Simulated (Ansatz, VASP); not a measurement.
# Cu2O in VASP and in Ansatz

File INCAR:

```
PREC = Accurate
ENCUT = 600
EDIFF = 1E-7
ISMEAR = 0
SIGMA = 0.02
LREAL = False
LASPH = True
NELM = 120
ALGO = Normal
ISIF = 3
LWAVE = False
LCHARG = False
GGA = PE
IBRION = 2
NSW = 80
EDIFFG = -0.01
GGA_COMPAT = False
NELMIN = 4
```

File KPOINTS:

```
Automatic mesh
0
Gamma
  4 4 4
```

File POSCAR:

```
Cu2O
1.0
    4.2600000000      0.0000000000      0.0000000000
    0.0000000000      4.2600000000      0.0000000000
    0.0000000000      0.0000000000      4.2600000000
Cu O
4 2
Direct
    0.2500000000      0.2500000000      0.2500000000
    0.2500000000      0.7500000000      0.7500000000
    0.7500000000      0.7500000000      0.2500000000
    0.7500000000      0.2500000000      0.7500000000
    0.0000000000      0.0000000000      0.0000000000
    0.5000000000      0.5000000000      0.5000000000
```

Input for Ansatz:

```yaml
crystal:
  lattice:
    - [4.26, 0.0, 0.0]
    - [0.0, 4.26, 0.0]
    - [0.0, 0.0, 4.26]
  atoms:
    - { symbol: Cu, position: [0.25, 0.25, 0.25] }
    - { symbol: Cu, position: [0.25, 0.75, 0.75] }
    - { symbol: Cu, position: [0.75, 0.75, 0.25] }
    - { symbol: Cu, position: [0.75, 0.25, 0.75] }
    - { symbol: O, position: [0.0, 0.0, 0.0] }
    - { symbol: O, position: [0.5, 0.5, 0.5] }
kpoints:
  mp_grid:
    grid: [4, 4, 4]
hamiltonian:
  xc: pbe
  dispersion: none
scf:
  occupations:
    method: gaussian
    width: 0.02
relax:
  cell: {}
```

Alike in both runs: task relaxation of cell and atoms; functional PBE; k mesh 4 × 4 × 4; occupations gaussian, width 0.02 eV; no spin polarisation.

|  | VASP | Ansatz |
| --- | --- | --- |
| version | VASP 6.6.1 | Ansatz 0.2.0 |
| potentials or method | VASP PAW PBE potentials, release 64 (Cu, O) | plane waves, PAW |
| plane-wave cutoff (eV) | 600 | 420 |
| valence electrons in the cell | 56 | 88 |

```csv
,VASP,Ansatz,Ansatz less VASP
relaxed volume (Å³/atom),13.33,13.25,-0.085
relaxed cell length with the largest relative difference (Å),4.309,4.300,-0.0092
```

VASP's potentials hold 56 valence electrons a cell and Ansatz's 88, so a difference there can come from the potentials and not from the codes.
